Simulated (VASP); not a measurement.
# GeSb3O2 (P4mm) in VASP: a series of runs

GeSb3O2 is run at these levels: PBE; tasks: single point, relaxation of cell and atoms.

Program: VASP 6.6.1. These are calculated values, not measurements. Logs are shortened: lines on timing, memory, paths and dates and some standing lists are left out, and cuts for length are marked.

### 1 The cell of the first run

Symmetry: P4mm, No. 99, tetragonal system. Conventional cell: a = 3.235 Å, b = 3.235 Å, c = 11.743 Å, α = 90.00°, β = 90.00°, γ = 90.00°. Ge (site symmetry 4mm) has 4 O at 2.31 Å and 1 Sb at 2.83 Å within 3.1 Å. Within 3.1 Å of Sb (site symmetry 4mm) lie 4 O at 2.31 Å and 1 Sb at 3.08 Å. Within 3.1 Å of Sb (site symmetry 4mm) lie 1 O at 2.25 Å and 1 Sb at 3.08 Å. Sb (site symmetry 4mm) has 1 Ge at 2.83 Å and 4 Sb at 3.24 Å and 1 O at 3.59 Å within 3.7 Å. O (site symmetry 4mm) has 1 Sb at 2.25 Å and 4 Ge at 2.31 Å within 3.0 Å. Within 3.1 Å of O (site symmetry 4mm) lie 4 Sb at 2.31 Å.

The cell was generated, and may not be a known phase.

### 2 Single point, PBE

INCAR

```
  ALGO = Normal
  EDIFF = 1E-7
  ENCUT = 520
  GGA = PE
  ISIF = 2
  ISMEAR = 0
  LASPH = T
  LCHARG = F
  LREAL = F
  LWAVE = F
  NBANDS = 30
  NELM = 80
  PREC = Accurate
  SIGMA = 0.1
```

KPOINTS

```
k-points
0
Gamma
  12 12 4
```

POSCAR

```
GeSb3O2
1.0
    3.2353727143      0.0000000000      0.0000000000
    0.0000000000      3.2353727143      0.0000000000
    0.0000000000      0.0000000000     11.7428183446
Ge Sb O
1 3 2
Direct
    0.5000000000      0.5000000000      0.0923640333
    0.0000000000      0.0000000000      0.5756360337
    0.0000000000      0.0000000000      0.3131827172
    0.5000000000      0.5000000000      0.8517714169
    0.0000000000      0.0000000000      0.1213451008
    0.5000000000      0.5000000000      0.5456996582
```

Potentials or basis: VASP PAW PBE potentials, release 64 (Ge_d, Sb, O).

On the command line:

```bash
> cat potpaw_PBE.64/Ge_d/POTCAR potpaw_PBE.64/Sb/POTCAR potpaw_PBE.64/O/POTCAR > POTCAR
> mpirun -np 1 vasp_std > vasp.out
```

OUTCAR:

```text
EDIFF = 1E-7
   ENCUT = 520
   GGA = PE
   ISIF = 2
   ISMEAR = 0
   LASPH = T
   LREAL = F
   NELM = 80
   PREC = Accurate

 ion  position               nearest neighbor table
   1  0.500  0.500  0.092-   5 2.31   5 2.31   5 2.31   5 2.31   4 2.83
   2  0.000  0.000  0.576-   6 2.31   6 2.31   6 2.31   6 2.31   3 3.08
   3  0.000  0.000  0.313-   5 2.25   2 3.08
   4  0.500  0.500  0.852-   1 2.83
   5  0.000  0.000  0.121-   3 2.25   1 2.31   1 2.31   1 2.31   1 2.31
   6  0.500  0.500  0.546-   2 2.31   2 2.31   2 2.31   2 2.31

  LATTYP: Found a simple tetragonal cell.
 ALAT       =     3.2353727143
 C/A-ratio  =     3.6295102239

  Lattice vectors:

 A1 = (   3.2353727143,   0.0000000000,   0.0000000000)
 A2 = (   0.0000000000,   3.2353727143,   0.0000000000)
 A3 = (   0.0000000000,   0.0000000000,  11.7428183446)

Analysis of symmetry for initial positions (statically):
=====================================================================
 Subroutine PRICEL returns:
 Original cell was already a primitive cell.

 Routine SETGRP: Setting up the symmetry group for a
 simple tetragonal supercell.

 Subroutine GETGRP returns: Found  8 space group operations
 (whereof  8 operations were pure point group operations)
 out of a pool of 16 trial point group operations.

The static configuration has the point symmetry C_4v.

Analysis of symmetry for dynamics (positions and initial velocities):
=====================================================================
 Subroutine PRICEL returns:
 Original cell was already a primitive cell.

 Routine SETGRP: Setting up the symmetry group for a
 simple tetragonal supercell.

 Subroutine GETGRP returns: Found  8 space group operations
 (whereof  8 operations were pure point group operations)
 out of a pool of 16 trial point group operations.

The dynamic configuration has the point symmetry C_4v.

 Subroutine INISYM returns: Found  8 space group operations
 (whereof  8 operations are pure point group operations),
 and found     1 'primitive' translations

----------------------------------------------------------------------------------------

                                     Primitive cell

  volume of cell :     122.9196

  direct lattice vectors                    reciprocal lattice vectors
     3.235372714  0.000000000  0.000000000     0.309083400  0.000000000  0.000000000
     0.000000000  3.235372714  0.000000000     0.000000000  0.309083400  0.000000000
     0.000000000  0.000000000 11.742818345     0.000000000  0.000000000  0.085158432

  length of vectors
     3.235372714  3.235372714 11.742818345     0.309083400  0.309083400  0.085158432

  position of ions in fractional coordinates (direct lattice)
     0.500000000  0.500000000  0.092364033
     0.000000000  0.000000000  0.575636034
     0.000000000  0.000000000  0.313182717
     0.500000000  0.500000000  0.851771417
     0.000000000  0.000000000  0.121345101
     0.500000000  0.500000000  0.545699658

  ion indices of the primitive-cell ions
   primitive index   ion index
                 1           1
                 2           2
                 3           3
                 4           4
                 5           5
                 6           6

----------------------------------------------------------------------------------------

 KPOINTS: k-points

Automatic generation of k-mesh.
 Grid dimensions read from file:
 generate k-points for:   12   12    4

 Generating k-lattice:

  Cartesian coordinates                     Fractional coordinates (reciprocal lattice)
     0.025756950  0.000000000  0.000000000     0.083333333  0.000000000  0.000000000
     0.000000000  0.025756950  0.000000000     0.000000000  0.083333333  0.000000000
     0.000000000  0.000000000  0.021289608     0.000000000  0.000000000  0.250000000

  Length of vectors
     0.025756950  0.025756950  0.021289608

  Shift w.r.t. Gamma in fractional coordinates (k-lattice)
     0.000000000  0.000000000  0.000000000

 Subroutine IBZKPT returns following result:
 ===========================================

 Found     84 irreducible k-points:

 Following reciprocal coordinates:
            Coordinates               Weight
  0.000000  0.000000  0.000000      1.000000
  0.083333  0.000000  0.000000      4.000000
  0.166667  0.000000  0.000000      4.000000
  0.250000  0.000000  0.000000      4.000000
  0.333333  0.000000  0.000000      4.000000
  0.416667  0.000000  0.000000      4.000000
[... 16 lines left out ...]
  0.333333  0.333333  0.000000      4.000000
  0.416667  0.333333  0.000000      8.000000
 [... further k-points ...]
   k-points           NKPTS =     84   k-points in BZ     NKDIM =     84   number of bands    NBANDS=     30
   number of dos      NEDOS =    301   number of ions     NIONS =      6
   total plane-waves  NPLWV =  51840
   dimension x,y,z NGX =    24 NGY =   24 NGZ =   90
   dimension x,y,z NGXF=    48 NGYF=   48 NGZF=  180
   ions per type =               1   3   2
   NGX,Y,Z   is equivalent  to a cutoff of  12.33, 12.33, 12.74 a.u.
   NGXF,Y,Z  is equivalent  to a cutoff of  24.66, 24.66, 25.48 a.u.
 SYSTEM =  unknown system
   PREC   = accura    normal or accurate (medium, high low for compatibility)
   ISTART =      0    job   : 0-new  1-cont  2-samecut
   ICHARG =      2    charge: 1-file 2-atom 10-const
   ISPIN  =      1    spin polarized calculation?
   LNONCOLLINEAR =      F non collinear calculations
   LSORBIT =      F    spin-orbit coupling
   LASPH  =      T    aspherical Exc in radial PAW
   ENCUT  =  520.0 eV  38.22 Ry    6.18 a.u.   6.02  6.02 21.83*2*pi/ulx,y,z
   NELM   =     80;   NELMIN=  2; NELMDL= -5     # of ELM steps
   EDIFF  = 0.1E-06   stopping-criterion for ELM
   LREAL  =      F    real-space projection
   EDIFFG = 0.1E-05   stopping-criterion for IOM
   NSW    =      0    number of steps for IOM
   IBRION =     -1    ionic relax: 0-MD 1-quasi-New 2-CG
   NFREE  =      0    steps in history (QN), initial steepest desc. (CG)
   ISIF   =      2    stress and relaxation
   ISYM   =      2    0-nonsym 1-usesym 2-fastsym
   POTIM  = 0.5000    time-step for ionic-motion
   TEBEG  =    0.0;   TEEND  =   0.0 temperature during run
   PSTRESS=    0.0 pullay stress
   NELECT =      41.0000    total number of electrons
   NUPDOWN=      -1.0000    fix difference up-down
   EMIN   =  10.00;   EMAX   =-10.00  energy-range for DOS
   EFERMI =   0.00;   METHOD = LEGACY
   ISMEAR =     0;   SIGMA  =   0.10  broadening in eV -4-tet -1-fermi 0-gaus
   EFERMI_NEDOS =   21; number of points for ismear=-14 and -15
   IALGO  =     38    algorithm
   IMIX   =      4    mixing-type and parameters
     AMIX     =   0.40;   BMIX     =  1.00
     AMIX_MAG =   1.60;   BMIX_MAG =  1.00
  volume/ion in A,a.u.               =      20.49       138.25
  Fermi-wavevector in a.u.,A,eV,Ry     =   1.135348  2.145497 17.538125  1.289016
  Thomas-Fermi vector in A             =   2.272053
   LORBIT       =      0    0 simple, 1 ext, 2 COOP (PROOUT), +10 PAW based schemes
   GGA     = PE    functional components
   LHFCALC =     F    Hartree Fock is set to
   AEXX    =    0.0000 exact exchange contribution
   IVDW    =     0    specifies the selected vdW correction
   LEPSILON=     F    determine dielectric tensor
   LRPA    =     F    only Hartree local field effects (RPA)
 non-spin polarized calculation
 Gauss-broadening in eV      SIGMA  =   0.10
  energy-cutoff  :      520.00
  volume of cell :      122.92
 maximum number of plane-waves:      3348
   NGX = 13   NGY = 13   NGZ = 43

 number of electron      40.9999960 magnetization

 Free energy of the ion-electron system (eV)
  ---------------------------------------------------
  ext. energy  EPLUGINS =         0.00000000
  ---------------------------------------------------
  free energy    TOTEN  =       -28.66164213 eV

  energy without entropy =      -28.65259239  energy(sigma->0) =      -28.65711726

 E-fermi :   6.6766     XC(G=0): -10.1197

 val. band max:        6.6473100937   @ k =   0.3333   0.0000   0.0000
 cond. band min:       6.6873095611   @ k =   0.0833   0.0000   0.5000
 fundamental gap:      0.0399994674
 Fermi energy:         6.6765980608

 k-point     1 :       0.0000    0.0000    0.0000
  band No.  band energies     occupation
      1     -18.1494      2.00000
      2     -18.0950      2.00000
      3     -18.0441      2.00000
      4     -18.0288      2.00000
      5     -18.0288      2.00000
      6     -12.9097      2.00000
[... 22 lines left out ...]
     29      13.3783      0.00000
     30      13.8693      0.00000

 k-point     2 :       0.0833    0.0000    0.0000
  band No.  band energies     occupation
      1     -18.1473      2.00000
      2     -18.0964      2.00000
      3     -18.0423      2.00000
      4     -18.0298      2.00000
      5     -18.0287      2.00000
      6     -12.8707      2.00000
[... 22 lines left out ...]
     29      13.7205      0.00000
     30      13.7285      0.00000

 k-point     3 :       0.1667    0.0000    0.0000
  band No.  band energies     occupation
      1     -18.1419      2.00000
      2     -18.1003      2.00000
      3     -18.0380      2.00000
      4     -18.0317      2.00000
      5     -18.0284      2.00000
      6     -12.7606      2.00000
[... 22 lines left out ...]
     29      13.3580      0.00000
     30      14.2353      0.00000

 k-point     4 :       0.2500    0.0000    0.0000
  band No.  band energies     occupation
      1     -18.1348      2.00000
      2     -18.1055      2.00000
      3     -18.0386      2.00000
      4     -18.0280      2.00000
      5     -18.0274      2.00000
      6     -12.6008      2.00000
[... 22 lines left out ...]
     29      12.9003      0.00000
     30      13.6641      0.00000

 k-point     5 :       0.3333    0.0000    0.0000
  band No.  band energies     occupation
      1     -18.1283      2.00000
      2     -18.1108      2.00000
      3     -18.0423      2.00000
      4     -18.0276      2.00000
      5     -18.0195      2.00000
      6     -12.4283      2.00000
[... 22 lines left out ...]
     29      12.5626      0.00000
     30      12.9819      0.00000
[... 526 lines left out ...]
     29      11.9443      0.00000
     30      12.8816      0.00000

 k-point    22 :       0.5000    0.2500    0.0000
  band No.  band energies     occupation
      1     -18.1480      2.00000
      2     -18.1023      2.00000
      3     -18.0437      2.00000
      4     -18.0345      2.00000
      5     -18.0065      2.00000
      6     -11.9883      2.00000
[... 22 lines left out ...]
     29      11.7086      0.00000
     30      12.7497      0.00000

 k-point    23 :       0.3333    0.3333    0.0000
  band No.  band energies     occupation
      1     -18.1508      2.00000
      2     -18.1010      2.00000
      3     -18.0395      2.00000
      4     -18.0384      2.00000
      5     -18.0083      2.00000
      6     -12.0097      2.00000
[... 22 lines left out ...]
     29      11.8842      0.00000
     30      12.9382      0.00000

 k-point    24 :       0.4167    0.3333    0.0000
  band No.  band energies     occupation
      1     -18.1601      2.00000
      2     -18.0950      2.00000
      3     -18.0417      2.00000
      4     -18.0382      2.00000
      5     -18.0050      2.00000
      6     -11.8959      2.00000
[... 22 lines left out ...]
     29      11.6032      0.00000
     30      12.2178      0.00000

 [... further k-points ...]

------------------------ aborting loop because EDIFF is reached ----------------------------------------

  FORCE on cell =-STRESS in cart. coord.  units (eV):
  Direction    XX          YY          ZZ          XY          YZ          ZX
  --------------------------------------------------------------------------------------
  -------------------------------------------------------------------------------------
  Total       -0.2966224     -0.2966224     -0.1707691      0.0000000      0.0000000      0.0000000
  in kB       -3.8662828     -3.8662828     -2.2258654      0.0000000      0.0000000      0.0000000
  external PRESSURE =      -3.3194770 kB  Pullay stress =       0.0000000 kB

 VOLUME and BASIS-vectors are now :
 -----------------------------------------------------------------------------
  energy-cutoff  :      520.00
  volume of cell :      122.92
      direct lattice vectors                 reciprocal lattice vectors
     3.235372714  0.000000000  0.000000000     0.309083400  0.000000000  0.000000000
     0.000000000  3.235372714  0.000000000     0.000000000  0.309083400  0.000000000
     0.000000000  0.000000000 11.742818345     0.000000000  0.000000000  0.085158432

 POSITION                                       TOTAL-FORCE (eV/Angst)
 -----------------------------------------------------------------------------------
      1.61769      1.61769      1.08461        -0.000000     -0.000000      0.005117
      0.00000      0.00000      6.75959        -0.000000      0.000000     -0.026433
      0.00000      0.00000      3.67765        -0.000000      0.000000     -0.029275
      1.61769      1.61769     10.00220        -0.000000      0.000000     -0.016817
      0.00000      0.00000      1.42493        -0.000000      0.000000      0.039634
      1.61769      1.61769      6.40805         0.000000      0.000000      0.027773
 -----------------------------------------------------------------------------------
    total drift:                                0.000000      0.000000      0.000786

  FREE ENERGIE OF THE ION-ELECTRON SYSTEM (eV)
  ---------------------------------------------------
  free  energy   TOTEN  =       -28.6616421341 eV

  energy  without entropy=      -28.6525923933  energy(sigma->0) =      -28.65711726
```

Run time: 4.4 min. Hardware: 1 thread of Intel Xeon Platinum 8488C (Sapphire Rapids), shared host; peak memory 0.41 GiB.

Results:

```yaml
Free_energy: -28.6616 eV
Pressure: -0.3 GPa
Largest_force: 0.040 eV/Å
Band_gap_on_the_k_mesh: zero (an odd number of electrons rules out a gap without spin polarisation)
```

Forces in eV/Å, atoms in the order of the input:
```
Ge   0.000  0.000  0.005
Sb   0.000  0.000 -0.026
Sb   0.000  0.000 -0.029
Sb   0.000  0.000 -0.017
O    0.000  0.000  0.040
O    0.000  0.000  0.028
```

Caveat: spin-orbit coupling is left out, which moves the levels of the heavy elements; an odd number of electrons without spin polarisation forces a metal; a magnetic or distorted state may lie lower.

(Continued in part 2 of 2.)

The gap in the log of VASP goes by the Fermi energy; the results here count the filled bands.